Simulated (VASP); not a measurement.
The system is AlCo.

```
Al Co
1.0
     0.00000    2.24427    2.24427
     2.24427    0.00000    2.24427
     2.24427    2.24427    0.00000
Al Co
1 1
Direct
  0.00000 0.00000 0.00000
  0.50000 0.50000 0.50000
```

| Item | Value |
| --- | --- |
| Program | VASP 6.6.1 |
| Task | relaxation of cell and atoms |
| Functional | PBE |
| Potentials or basis | VASP PAW PBE potentials, release 64 (Al, Co) |
| Cutoff | 600 eV |
| k mesh | 6 × 6 × 6 |
| Occupations | gaussian, width 0.1 eV |
| Spin | no spin polarisation |

At the start: pressure 35.1 GPa; volume 11.30 Å³/atom.

Task: Where does the relaxation end?

Result: Over 3 steps the energy falls by 225.2 meV/atom and the volume is 13.75 Å³/atom (+21.6 %); space group Fm-3m (No. 225, to 0.1 Å) before and after.

Step by step:
| step | energy change (eV) | largest force (eV/Å) | pressure (GPa) | volume (Å³) |
| --- | --- | --- | --- | --- |
| 1 | 0.0000 | 0.0000 | 35.15 | 22.61 |
| 2 | -0.2560 | 0.0000 | -12.83 | 31.73 |
| 3 | -0.4503 | 0.0000 | -0.16 | 27.50 |

Final structure:
```cif
data_structure
_symmetry_space_group_name_H-M 'P 1'
_symmetry_Int_Tables_number 1
_cell_length_a 3.3879
_cell_length_b 3.3879
_cell_length_c 3.3879
_cell_angle_alpha 60.000
_cell_angle_beta 60.000
_cell_angle_gamma 60.000
_cell_volume 27.50
loop_
_atom_site_label
_atom_site_type_symbol
_atom_site_fract_x
_atom_site_fract_y
_atom_site_fract_z
_atom_site_occupancy
Al1 Al 0.00000 0.00000 0.00000 1
Co1 Co 0.50000 0.50000 0.50000 1
```

Caveat: the k points lie up to 0.38 Å⁻¹ apart in the final cell; the volume moved by over 15 % at a fixed basis, so the end points are rough; the run has no spin polarisation, though such a crystal can be magnetic.
